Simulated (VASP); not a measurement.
# CaC2 (I4/mmm) in VASP: single point with LDA

Aim: the single point of CaC2 with LDA.

Everything below comes from runs of VASP 6.6.1. Logs are shortened: lines on timing, memory, paths and dates and some standing lists are left out, and cuts for length are marked.

## 1. The cell of the first run

The structure is tetragonal, space group I4/mmm (No. 139). Conventional cell: a = 3.675 Å, b = 3.675 Å, c = 6.404 Å, α = 90.00°, β = 90.00°, γ = 90.00°. Ca (site symmetry 4/mmm) has 10 C at 2.58 to 2.67 Å within 3.4 Å. C (site symmetry 4mm) has 1 C at 1.25 Å within 1.7 Å.

## 2. Single point, LDA (strain -0.050 along x and y, +0.000 along z)

INCAR

```
PREC = Accurate
ENCUT = 910
EDIFF = 1E-6
ISMEAR = 0
SIGMA = 0.05
LREAL = False
LASPH = True
NELM = 120
ALGO = Normal
ISIF = 2
LWAVE = False
LCHARG = False
GGA = CA
NBANDS = 16
GGA_COMPAT = False
```

KPOINTS

```
regular mesh
0
Gamma
  10 10 10
```

POSCAR

```
CaC2
1.0
   -1.8375836694      1.8375836694      3.2021112425
    1.8375836694     -1.8375836694      3.2021112425
    1.8375836694      1.8375836694     -3.2021112425
Ca C
1 2
Direct
    0.0000000000      0.0000000000      0.0000000000
    0.5978927200      0.5978927200      0.0000000000
    0.4021072800      0.4021072800      0.0000000000
```

Potentials or basis: VASP PAW LDA potentials, release 64 (Ca_sv, C_h).

Launch:

```sh
> cat potpaw_LDA.64/Ca_sv/POTCAR potpaw_LDA.64/C_h/POTCAR > POTCAR
> mpirun -np 1 vasp_std > vasp.out
```

OUTCAR:

```text
PREC = Accurate
   ENCUT = 910
   EDIFF = 1E-6
   ISMEAR = 0
   LREAL = False
   LASPH = True
   NELM = 120
   ISIF = 2
   GGA = CA

 ion  position               nearest neighbor table
   1  0.000  0.000  0.000-
   2  0.598  0.598  0.000-   3 1.25
   3  0.402  0.402  0.000-   2 1.25

  LATTYP: Found a body centered tetragonal cell.
 ALAT       =     3.6751673388
 C/A-ratio  =     1.7425662275

  Lattice vectors:

 A1 = (  -1.8375836694,   1.8375836694,   3.2021112425)
 A2 = (   1.8375836694,  -1.8375836694,   3.2021112425)
 A3 = (   1.8375836694,   1.8375836694,  -3.2021112425)

Analysis of symmetry for initial positions (statically):
=====================================================================
 Subroutine PRICEL returns:
 Original cell was already a primitive cell.

 Routine SETGRP: Setting up the symmetry group for a
 body centered tetragonal supercell.

 Subroutine GETGRP returns: Found 16 space group operations
 (whereof 16 operations were pure point group operations)
 out of a pool of 16 trial point group operations.

The static configuration has the point symmetry D_4h.

Analysis of symmetry for dynamics (positions and initial velocities):
=====================================================================
 Subroutine PRICEL returns:
 Original cell was already a primitive cell.

 Routine SETGRP: Setting up the symmetry group for a
 body centered tetragonal supercell.

 Subroutine GETGRP returns: Found 16 space group operations
 (whereof 16 operations were pure point group operations)
 out of a pool of 16 trial point group operations.

The dynamic configuration has the point symmetry D_4h.

 Subroutine INISYM returns: Found 16 space group operations
 (whereof 16 operations are pure point group operations),
 and found     1 'primitive' translations

----------------------------------------------------------------------------------------

                                     Primitive cell

  volume of cell :      43.2505

  direct lattice vectors                    reciprocal lattice vectors
    -1.837583669  1.837583669  3.202111243     0.000000000  0.272096454  0.156146980
     1.837583669 -1.837583669  3.202111243     0.272096454  0.000000000  0.156146980
     1.837583669  1.837583669 -3.202111243     0.272096454  0.272096454  0.000000000

  length of vectors
     4.123947610  4.123947610  4.123947610     0.313717005  0.313717005  0.384802495

  position of ions in fractional coordinates (direct lattice)
     0.000000000  0.000000000  0.000000000
[... 83 lines left out ...]
   NSW    =      0    number of steps for IOM
   IBRION =     -1    ionic relax: 0-MD 1-quasi-New 2-CG
   NFREE  =      0    steps in history (QN), initial steepest desc. (CG)
   ISIF   =      2    stress and relaxation
   ISYM   =      2    0-nonsym 1-usesym 2-fastsym
   POTIM  = 0.5000    time-step for ionic-motion
   TEBEG  =    0.0;   TEEND  =   0.0 temperature during run
   PSTRESS=    0.0 pullay stress
   NELECT =      18.0000    total number of electrons
   NUPDOWN=      -1.0000    fix difference up-down
   EMIN   =  10.00;   EMAX   =-10.00  energy-range for DOS
   EFERMI =   0.00;   METHOD = LEGACY
   ISMEAR =     0;   SIGMA  =   0.05  broadening in eV -4-tet -1-fermi 0-gaus
   EFERMI_NEDOS =   21; number of points for ismear=-14 and -15
   IALGO  =     38    algorithm
   IMIX   =      4    mixing-type and parameters
     AMIX     =   0.40;   BMIX     =  1.00
     AMIX_MAG =   1.60;   BMIX_MAG =  1.00
  volume/ion in A,a.u.               =      14.42        97.29
  Fermi-wavevector in a.u.,A,eV,Ry     =   1.222275  2.309764 20.326494  1.493955
  Thomas-Fermi vector in A             =   2.357427
   LORBIT       =      0    0 simple, 1 ext, 2 COOP (PROOUT), +10 PAW based schemes
   GGA     = CA    functional components
   LHFCALC =     F    Hartree Fock is set to
   AEXX    =    0.0000 exact exchange contribution
   IVDW    =     0    specifies the selected vdW correction
   LEPSILON=     F    determine dielectric tensor
   LRPA    =     F    only Hartree local field effects (RPA)
 non-spin polarized calculation
 Gauss-broadening in eV      SIGMA  =   0.05
  energy-cutoff  :      910.00
  volume of cell :       43.25
 maximum number of plane-waves:      2719
 NGX is ok and might be reduce to    42
   NGX = 21   NGY = 21   NGZ = 21

 number of electron      18.0000000 magnetization

 Free energy of the ion-electron system (eV)
  ---------------------------------------------------
  ext. energy  EPLUGINS =         0.00000000
  ---------------------------------------------------
  free energy    TOTEN  =       -22.17044702 eV

  energy without entropy =      -22.17044702  energy(sigma->0) =      -22.17044702

 E-fermi :   2.7267     XC(G=0): -10.3219

 val. band max:        2.3815896176   @ k =   0.5000   0.5000   0.5000
 cond. band min:       3.0034715256   @ k =   0.5000   0.5000   0.0000
 fundamental gap:      0.6218819080
 Fermi energy:         2.7266984816

 k-point     1 :       0.0000    0.0000    0.0000
  band No.  band energies     occupation
      1     -35.9242      2.00000
      2     -17.2381      2.00000
      3     -17.2381      2.00000
      4     -17.1330      2.00000
      5     -10.8194      2.00000
      6      -0.7815      2.00000
[... 433 lines left out ...]
      3     -17.3618      2.00000
      4     -17.1857      2.00000
      5     -10.2898      2.00000
      6      -1.6511      2.00000
[... 8 lines left out ...]
     15      10.7834      0.00000
     16      11.0329      0.00000

 [... further k-points ...]

------------------------ aborting loop because EDIFF is reached ----------------------------------------

  FORCE on cell =-STRESS in cart. coord.  units (eV):
  Direction    XX          YY          ZZ          XY          YZ          ZX
  --------------------------------------------------------------------------------------
  -------------------------------------------------------------------------------------
  Total        1.0150688      1.0150688     -1.0954156      0.0000000      0.0000000      0.0000000
  in kB       37.6023875     37.6023875    -40.5787673      0.0000000      0.0000000      0.0000000
  external PRESSURE =      11.5420025 kB  Pullay stress =       0.0000000 kB

 VOLUME and BASIS-vectors are now :
 -----------------------------------------------------------------------------
  energy-cutoff  :      910.00
  volume of cell :       43.25
      direct lattice vectors                 reciprocal lattice vectors
    -1.837583669  1.837583669  3.202111243     0.000000000  0.272096454  0.156146980
     1.837583669 -1.837583669  3.202111243     0.272096454  0.000000000  0.156146980
     1.837583669  1.837583669 -3.202111243     0.272096454  0.272096454  0.000000000

 POSITION                                       TOTAL-FORCE (eV/Angst)
 -----------------------------------------------------------------------------------
      0.00000      0.00000      0.00000         0.000000      0.000000     -0.000000
      0.00000      0.00000      3.82904        -0.000000     -0.000000     -0.044633
      0.00000      0.00000      2.57518         0.000000      0.000000      0.044633
 -----------------------------------------------------------------------------------
    total drift:                                0.000000     -0.000000      0.000000

  FREE ENERGIE OF THE ION-ELECTRON SYSTEM (eV)
  ---------------------------------------------------
  free  energy   TOTEN  =       -22.1704470184 eV

  energy  without entropy=      -22.1704470184  energy(sigma->0) =      -22.17044702
```

stdout:

```text
POSCAR found type information on POSCAR CaC
 POSCAR found :  2 types and       3 ions
 scaLAPACK will be used
 LDA part: xc-table for (Slater(with rela. corr.)+CA(PZ))
 , standard interpolation
 POSCAR, INCAR and KPOINTS ok, starting setup
 FFT: planning ... GRIDC
 FFT: planning ... GRID_SOFT
 FFT: planning ... GRID
 WAVECAR not read
 entering main loop
```

Wall time 3 min (1 thread of Intel Xeon Platinum 8375C at 2.90GHz (Ice Lake), shared host); peak memory 0.33 GiB.

What came out:

- Free energy: -22.1704 eV
- Pressure: 1.2 GPa
- Largest force: 0.045 eV/Å
- Band gap on the k mesh: 0.62 eV (least direct gap 1.85 eV)

Forces in eV/Å, atoms in the order of the input:
```
Ca   0.000  0.000  0.000
C    0.000  0.000 -0.045
C    0.000  0.000  0.045
```

Stress tensor (GPa, compression positive):
```
 3.76  0.00  0.00
 0.00  3.76  0.00
 0.00  0.00 -4.06
```

Caveat: the cell differs from its parent crystal (strain -0.050 along x and y, +0.000 along z); the cutoff is under 1.25 times the usual one of these potentials, so pressure, stress and relaxed cells hold a basis-set (Pulay) error. A k mesh can miss the band edges.
